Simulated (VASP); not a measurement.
Wanted: the native input for a VASP 6.6.1 run.

| Item | Value |
| --- | --- |
| Task | single point |
| Functional | r2SCAN |
| Potentials or basis | VASP PAW PBE potentials, release 64 (Y_sv) |
| Cutoff | 520 eV |
| k mesh | 9 × 9 × 9 |
| Occupations | fermi-dirac, width 0.1 eV |
| Spin | no spin polarisation |
| Dipole correction | no |
| Further INCAR settings | ALGO = Normal; EDIFF = 1e-06; NBANDS = 18 |

The system is Y.

```xyz
2
Lattice="0.0000 3.4543 3.4543 3.4543 0.0000 3.4543 3.4543 3.4543 0.0000" Properties=species:S:1:pos:R:3 pbc="T T T"
Y     0.8636    0.8636    0.8636
Y     6.0450    6.0450    6.0450
```

This isn't the form of Y at room conditions, which is hcp.

One way to write it, as run:

POSCAR

```
Y
1.0
    0.0000000000      3.4543040707      3.4543040707
    3.4543040707      0.0000000000      3.4543040707
    3.4543040707      3.4543040707      0.0000000000
Y
2
Direct
    0.1250000000      0.1250000000      0.1250000000
    0.8750000000      0.8750000000      0.8750000000
```

INCAR.step1

```
SYSTEM = Y
PREC = Accurate
ENCUT = 520
ISMEAR = -1
SIGMA = 0.1
LREAL = .False.
LASPH = .True.
NELM = 60
NBANDS = 18
GGA = PE
ALGO = Normal
EDIFF = 1E-4
LWAVE = .True.
LCHARG = .False.
```

INCAR.step2

```
SYSTEM = Y
PREC = Accurate
ENCUT = 520
EDIFF = 1E-6
ISMEAR = -1
SIGMA = 0.1
LREAL = .False.
LASPH = .True.
NELM = 60
ALGO = Normal
ISIF = 2
LWAVE = .False.
LCHARG = .True.
METAGGA = R2SCAN
LMIXTAU = .True.
LELF = .True.
LVHAR = .True.
NBANDS = 18
ISTART = 1
```

KPOINTS

```
Automatic mesh
0
Gamma
  9 9 9
  0 0 0
```

Potentials or basis: VASP PAW PBE potentials, release 64 (Y_sv).

The run is started by

```sh
$ cat potpaw_PBE.64/Y_sv/POTCAR > POTCAR
$ cp INCAR.step1 INCAR
$ mpirun -np 1 vasp_std > vasp.out
$ cp INCAR.step2 INCAR
$ mpirun -np 1 vasp_std > vasp.out
```

It gave:

```json
{"Pressure": "0.1 GPa", "Band gap on the k mesh": "zero (bands 11 and 12 overlap by 0.61 eV)"}
```

Caveat: the PAW data sets were made with another functional, which shifts forces and pressure a little.

It took 2.8 min on 1 thread of Intel(R) Xeon(R) 6975P-C (Granite Rapids), with other jobs on the host, peak memory 0.24 GiB.
